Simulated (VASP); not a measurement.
# CsPbBr3 (Pm-3m) in VASP: notebook

The runs below take CsPbBr3 through single point, with PBE, BLYP.

Everything below comes from runs of VASP 6.6.1. Logs are shortened: lines on timing, memory, paths and dates and some standing lists are left out, and cuts for length are marked.

## (1) The cell of the first run

Symmetry: Pm-3m, No. 221, cubic system. The conventional cell has a = 5.949 Å, b = 5.949 Å, c = 5.949 Å, α = 90.00°, β = 90.00°, γ = 90.00°. Within 5.5 Å of Cs (site symmetry m-3m) lie 12 Br at 4.21 Å and 8 Pb at 5.15 Å. Within 3.9 Å of Pb (site symmetry m-3m) lie 6 Br at 2.97 Å. Within 3.9 Å of Br (site symmetry 4/mmm) lie 2 Pb at 2.97 Å.

## (2) Single point, PBE

INCAR

```
PREC = Accurate
ENCUT = 520
EDIFF = 1E-6
ISMEAR = 0
SIGMA = 0.1
LREAL = F
LASPH = T
NELM = 100
ALGO = Normal
ISIF = 2
LWAVE = F
LCHARG = T
GGA = PE
LELF = T
LVHAR = T
NBANDS = 30
```

KPOINTS

```
Automatic mesh
0
Gamma
  1 1 1
  0.25 0.25 0.25
```

POSCAR

```
CsPbBr3
1.0
    5.9486308200      0.0000000000      0.0000000000
    0.0000000000      5.9486308200      0.0000000000
    0.0000000000      0.0000000000      5.9486308200
Cs Pb Br
1 1 3
Direct
    0.0000000000      0.0000000000      0.0000000000
    0.5000000000      0.5000000000      0.5000000000
    0.5000000000      0.5000000000      0.0000000000
    0.5000000000      0.0000000000      0.5000000000
    0.0000000000      0.5000000000      0.5000000000
```

Potentials or basis: VASP PAW PBE potentials, release 64 (Cs_sv, Pb_d, Br).

The run is started by

```
cat potpaw_PBE.64/Cs_sv/POTCAR potpaw_PBE.64/Pb_d/POTCAR potpaw_PBE.64/Br/POTCAR > POTCAR
mpirun -np 1 vasp_std > vasp.out
```

OUTCAR:

```text
PREC = Accurate
   ENCUT = 520
   EDIFF = 1E-6
   ISMEAR = 0
   LREAL = F
   LASPH = T
   NELM = 100
   ISIF = 2
   GGA = PE

 ion  position               nearest neighbor table
   1  0.000  0.000  0.000-
   2  0.500  0.500  0.500-   3 2.97   4 2.97   5 2.97   3 2.97   4 2.97   5 2.97
   3  0.500  0.500  0.000-   2 2.97   2 2.97
   4  0.500  0.000  0.500-   2 2.97   2 2.97
   5  0.000  0.500  0.500-   2 2.97   2 2.97

  LATTYP: Found a simple cubic cell.
 ALAT       =     5.9486308200

  Lattice vectors:

 A1 = (   5.9486308200,   0.0000000000,   0.0000000000)
 A2 = (   0.0000000000,   5.9486308200,   0.0000000000)
 A3 = (   0.0000000000,   0.0000000000,   5.9486308200)

Analysis of symmetry for initial positions (statically):
=====================================================================
 Subroutine PRICEL returns:
 Original cell was already a primitive cell.

 Routine SETGRP: Setting up the symmetry group for a
 simple cubic supercell.

 Subroutine GETGRP returns: Found 48 space group operations
 (whereof 48 operations were pure point group operations)
 out of a pool of 48 trial point group operations.

The static configuration has the point symmetry O_h .

Analysis of symmetry for dynamics (positions and initial velocities):
=====================================================================
 Subroutine PRICEL returns:
 Original cell was already a primitive cell.

 Routine SETGRP: Setting up the symmetry group for a
 simple cubic supercell.

 Subroutine GETGRP returns: Found 48 space group operations
 (whereof 48 operations were pure point group operations)
 out of a pool of 48 trial point group operations.

The dynamic configuration has the point symmetry O_h .

 Subroutine INISYM returns: Found 48 space group operations
 (whereof 48 operations are pure point group operations),
 and found     1 'primitive' translations

----------------------------------------------------------------------------------------

                                     Primitive cell

  volume of cell :     210.4995

  direct lattice vectors                    reciprocal lattice vectors
[... 64 lines left out ...]
   LNONCOLLINEAR =      F non collinear calculations
   LSORBIT =      F    spin-orbit coupling
   LASPH  =      T    aspherical Exc in radial PAW
   ENCUT  =  520.0 eV  38.22 Ry    6.18 a.u.  11.06 11.06 11.06*2*pi/ulx,y,z
   NELM   =    100;   NELMIN=  2; NELMDL= -5     # of ELM steps
   EDIFF  = 0.1E-05   stopping-criterion for ELM
   LREAL  =      F    real-space projection
   EDIFFG = 0.1E-04   stopping-criterion for IOM
   NSW    =      0    number of steps for IOM
   IBRION =     -1    ionic relax: 0-MD 1-quasi-New 2-CG
   NFREE  =      0    steps in history (QN), initial steepest desc. (CG)
   ISIF   =      2    stress and relaxation
   ISYM   =      2    0-nonsym 1-usesym 2-fastsym
   POTIM  = 0.5000    time-step for ionic-motion
   TEBEG  =    0.0;   TEEND  =   0.0 temperature during run
   PSTRESS=    0.0 pullay stress
   NELECT =      44.0000    total number of electrons
   NUPDOWN=      -1.0000    fix difference up-down
   EMIN   =  10.00;   EMAX   =-10.00  energy-range for DOS
   EFERMI =   0.00;   METHOD = LEGACY
   ISMEAR =     0;   SIGMA  =   0.10  broadening in eV -4-tet -1-fermi 0-gaus
   EFERMI_NEDOS =   21; number of points for ismear=-14 and -15
   IALGO  =     38    algorithm
   IMIX   =      4    mixing-type and parameters
     AMIX     =   0.40;   BMIX     =  1.00
     AMIX_MAG =   1.60;   BMIX_MAG =  1.00
  volume/ion in A,a.u.               =      42.10       284.10
  Fermi-wavevector in a.u.,A,eV,Ry     =   0.971573  1.836006 12.843271  0.943954
  Thomas-Fermi vector in A             =   2.101801
   LORBIT       =      0    0 simple, 1 ext, 2 COOP (PROOUT), +10 PAW based schemes
   GGA     = PE    functional components
   LHFCALC =     F    Hartree Fock is set to
   AEXX    =    0.0000 exact exchange contribution
   IVDW    =     0    specifies the selected vdW correction
   LEPSILON=     F    determine dielectric tensor
   LRPA    =     F    only Hartree local field effects (RPA)
 non-spin polarized calculation
 Gauss-broadening in eV      SIGMA  =   0.10
  energy-cutoff  :      520.00
  volume of cell :      210.50
 maximum number of plane-waves:      5674
 NGX is ok and might be reduce to    48
   NGX = 23   NGY = 23   NGZ = 23

 number of electron      43.9999990 magnetization

 Free energy of the ion-electron system (eV)
  ---------------------------------------------------
  ext. energy  EPLUGINS =         0.00000000
  ---------------------------------------------------
  free energy    TOTEN  =       -16.40338436 eV

  energy without entropy =      -16.40338436  energy(sigma->0) =      -16.40338436

 E-fermi :  -0.3488     XC(G=0):  -7.4772

 val. band max:       -0.8681084604   @ k =   0.2500   0.2500   0.2500
 cond. band min:       4.6237963998   @ k =   0.2500   0.2500   0.2500
 fundamental gap:      5.4919048602
 Fermi energy:        -0.3488406565

 k-point     1 :       0.2500    0.2500    0.2500
  band No.  band energies     occupation
      1     -20.4783      2.00000
      2     -15.7040      2.00000
      3     -15.7040      2.00000
      4     -15.6092      2.00000
      5     -15.6092      2.00000
      6     -15.6092      2.00000
[... 22 lines left out ...]
     29       6.9169      0.00000
     30       6.9169      0.00000

------------------------ aborting loop because EDIFF is reached ----------------------------------------

  FORCE on cell =-STRESS in cart. coord.  units (eV):
  Direction    XX          YY          ZZ          XY          YZ          ZX
  --------------------------------------------------------------------------------------
  -------------------------------------------------------------------------------------
  Total       -0.4438619     -0.4438619     -0.4438619      0.0000000      0.0000000     -0.0000000
  in kB       -3.3783711     -3.3783711     -3.3783711      0.0000000      0.0000000     -0.0000000
  external PRESSURE =      -3.3783711 kB  Pullay stress =       0.0000000 kB

 VOLUME and BASIS-vectors are now :
 -----------------------------------------------------------------------------
  energy-cutoff  :      520.00
  volume of cell :      210.50
      direct lattice vectors                 reciprocal lattice vectors
     5.948630820  0.000000000  0.000000000     0.168105910  0.000000000  0.000000000
     0.000000000  5.948630820  0.000000000     0.000000000  0.168105910  0.000000000
     0.000000000  0.000000000  5.948630820     0.000000000  0.000000000  0.168105910

 POSITION                                       TOTAL-FORCE (eV/Angst)
 -----------------------------------------------------------------------------------
      0.00000      0.00000      0.00000         0.000000      0.000000      0.000000
      2.97432      2.97432      2.97432         0.000000      0.000000      0.000000
      2.97432      2.97432      0.00000         0.000000      0.000000      0.000000
      2.97432      0.00000      2.97432         0.000000      0.000000      0.000000
      0.00000      2.97432      2.97432         0.000000      0.000000      0.000000
 -----------------------------------------------------------------------------------
    total drift:                                0.000000     -0.000000     -0.000000

  FREE ENERGIE OF THE ION-ELECTRON SYSTEM (eV)
  ---------------------------------------------------
  free  energy   TOTEN  =       -16.4033843552 eV

  energy  without entropy=      -16.4033843552  energy(sigma->0) =      -16.40338436
```

stdout:

```text
POSCAR found type information on POSCAR CsPbBr
 POSCAR found :  3 types and       5 ions
 scaLAPACK will be used
 LDA part: xc-table for (Slater+PW92), standard interpolation
 POSCAR, INCAR and KPOINTS ok, starting setup
 FFT: planning ... GRIDC
 FFT: planning ... GRID_SOFT
 FFT: planning ... GRID
 WAVECAR not read
 entering main loop
```

Run time: 21 s. Hardware: 1 thread of AMD EPYC 7R13, shared host; peak memory 0.28 GiB.

What came out:

- Free energy: -16.4034 eV
- Pressure: -0.3 GPa

Levels at points of the mesh, in eV from the Fermi level:
```tsv
k point	band 20	band 21	band 22	band 23	band 24	band 25
(0.25, 0.25, 0.25)	-0.54	-0.54	-0.52	4.97	4.97	4.98
```

Caveat: the k points lie up to 1.06 Å⁻¹ apart, too coarse for converged energies, forces and pressures; spin-orbit coupling is left out, which moves the levels of the heavy elements.

## (3) Single point, BLYP

INCAR

```
SYSTEM = CsPbBr3
AGGAC = 1.0
AGGAX = 1.0
ALDAC = 0.0
ALDAX = 1.0
ALGO = Normal
EDIFF = 1E-6
ENCUT = 520
GGA = B5
ISIF = 2
ISMEAR = -1
ISYM = 0
LASPH = .True.
LCHARG = .True.
LELF = .True.
LREAL = .False.
LVHAR = .True.
LWAVE = .False.
NBANDS = 30
NELM = 60
PREC = Accurate
SIGMA = 0.1
```

KPOINTS

```
Automatic mesh
0
Gamma
  2 2 2
  0.88 0.54 0.79
```

POSCAR is that of step 2.

Potentials or basis: VASP PAW PBE potentials, release 64 (Cs_sv, Pb_d, Br).

The run is started by

```
cat potpaw_PBE.64/Cs_sv/POTCAR potpaw_PBE.64/Pb_d/POTCAR potpaw_PBE.64/Br/POTCAR > POTCAR
mpirun -np 1 vasp_std > vasp.out
```

Wall time 30 min (1 thread of AMD EPYC 7R13, shared host); peak memory 1.1 GiB.

Results (log left out):

```yaml
Free_energy: -14.3948 eV
Pressure: 1.8 GPa
Band_gap_on_the_k_mesh: 2.91 eV
```

Levels at points of the mesh, in eV from the valence-band top:
```
              k point  band 20  band 21  band 22  band 23  band 24  band 25
(-0.06, -0.23, -0.10)    -1.09    -1.04    -0.99     4.52     5.18     5.50
```

Caveat: the PAW data sets were made with another functional, which shifts forces and pressure a little; spin-orbit coupling is left out, which moves the levels of the heavy elements; a shifted mesh leaves out Γ, where band edges can lie. A k mesh can miss the band edges.

## (4) Single point, PBE

INCAR

```
ALGO     = Normal         # electronic algorithm
EDIFF    = 1E-6           # SCF threshold, eV
ENCUT    = 520            # plane-wave cutoff, eV
GGA      = PE             # functional
ISIF     = 2              # what is computed and relaxed
ISMEAR   = -5             # smearing method
ISYM     = 0            
LASPH    = T              # aspherical terms in the spheres
LCHARG   = T              # write CHGCAR
LELF     = T              # ELF
LREAL    = F              # projectors in reciprocal space
LVHAR    = T            
LWAVE    = F              # write WAVECAR
NBANDS   = 30             # bands
NELM     = 60             # most SCF steps
PREC     = Accurate       # precision mode
SIGMA    = 0.1            # smearing width, eV
```

KPOINTS

```
k-points
0
Gamma
  1 3 4
```

POSCAR is that of step 3.

The run is started by

```
cat potpaw_PBE.64/Cs_sv/POTCAR potpaw_PBE.64/Pb_d/POTCAR potpaw_PBE.64/Br/POTCAR > POTCAR
mpirun -np 1 vasp_std > vasp.out
```

Run time: 90 s. Hardware: 1 thread of AMD EPYC 7R13, shared host; peak memory 0.31 GiB.

The run converged, but its numbers aren't listed here, since they failed a check.

Caveat: the k points lie up to 1.06 Å⁻¹ apart, too coarse for converged energies, forces and pressures; spin-orbit coupling is left out, which moves the levels of the heavy elements.
